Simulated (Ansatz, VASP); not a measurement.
# Sb in VASP and in Ansatz

```xyz
2
Lattice="2.1506 1.2416 3.7440 -2.1506 1.2416 3.7440 0.0000 -2.4833 3.7440" Properties=species:S:1:pos:R:3 pbc="T T T"
Sb    0.0000    0.0000    2.6242
Sb    0.0000    0.0000    8.6078
```

Alike in both runs: task electric field gradients; functional r2SCAN; k mesh 11 × 11 × 11; occupations fermi-dirac, width 0.05 eV; no spin polarisation.

|  | VASP | Ansatz |
| --- | --- | --- |
| version | VASP 6.6.1 | Ansatz 0.2.0 |
| potentials or method | VASP PAW PBE potentials, release 64 (Sb), cutoff 520 eV | all-electron PAW with datasets made for the crystal, scalar-relativistic |

Ansatz gave:

```
gap on the k mesh at the Fermi level (eV)                     : none
pressure (GPa)                                                : 2.1
traceless stress, the component that is largest in VASP (GPa) : -0.08
rms of the force components (eV/Å)                            : 0.029
```

Question: Estimate VASP's values.

Answer: gap on the k mesh at the Fermi level (eV): none; pressure (GPa): 2.2; traceless stress, the component that is largest in VASP (GPa): -0.13; rms of the force components (eV/Å): 0.064.

VASP's potentials were made for PBE, not for r2SCAN. Atom by atom the forces differ by 0.035 eV/Å (rms over components). A gap of «none» marks a metal or a gap that the smearing closes. Ansatz ran all-electron here, and VASP with PAW potentials.

Spin-orbit coupling is off throughout.
